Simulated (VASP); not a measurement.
Input of a VASP 6.6.1 run:

File INCAR:

```
PREC = Accurate
ENCUT = 520
EDIFF = 1E-6
ISMEAR = 0
SIGMA = 0.05
LREAL = F
LASPH = T
NELM = 60
ALGO = Normal
ISIF = 2
LWAVE = F
LCHARG = F
GGA = PE
NBANDS = 26
```

The input KPOINTS:

```
Automatic mesh
0
Gamma
  6 6 6
```

The input POSCAR:

```
AlN
1.0
    4.4025164325      0.0000000000      0.0000000000
    0.0000000000     -4.4025164325      0.0000000000
    0.0000000000      0.0000000000     -4.4025164325
Al N
4 4
Direct
   -0.0809495713     -0.1430999769     -0.0809495713
    0.5000000000      0.5000000000      0.0000000000
    0.5000000000      0.0000000000      0.5000000000
    0.0000000000      0.5000000000      0.5000000000
    0.7500000000      0.7500000000      0.7500000000
    0.2500000000      0.2500000000      0.7500000000
    0.2500000000      0.7500000000      0.2500000000
    0.7500000000      0.2500000000      0.2500000000
```

Potentials or basis: VASP PAW PBE potentials, release 64 (Al, N).

Launch:

```bash
$ cat potpaw_PBE.64/Al/POTCAR potpaw_PBE.64/N/POTCAR > POTCAR
$ mpirun -np 1 vasp_std > vasp.out
```

Task: Estimate the band gap on the k mesh.

Result: 1.09 eV (least direct gap 1.29 eV).

Task: What does it give for the pressure?

Result: 48.8 GPa.

Task: Predict the largest force.

Result: 78.559 eV/Å.

Forces in eV/Å, atoms in the order of the input:
```
Al   49.836 -34.702 -49.836
Al   -2.068   2.750  -0.872
Al   -1.366  -1.477   1.366
Al    0.872   2.750   2.068
N   -45.695  29.422  45.695
N    -0.404   0.380   0.269
N    -0.907   0.496   0.907
N    -0.269   0.380   0.404
```

Caveat: the cell differs from its parent crystal (atom 1 (Al) moved by -0.504 Å along [1 1 0] and +0.630 Å along [0 0 1]); atoms lie so close that the PAW spheres overlap strongly, which falsifies energies and pressures; the stress differs along the axes, from 20 to 63 GPa; forces of over 1 eV/Å act on the atoms, so gaps and moduli don't describe the material at rest. A k mesh can miss the band edges.
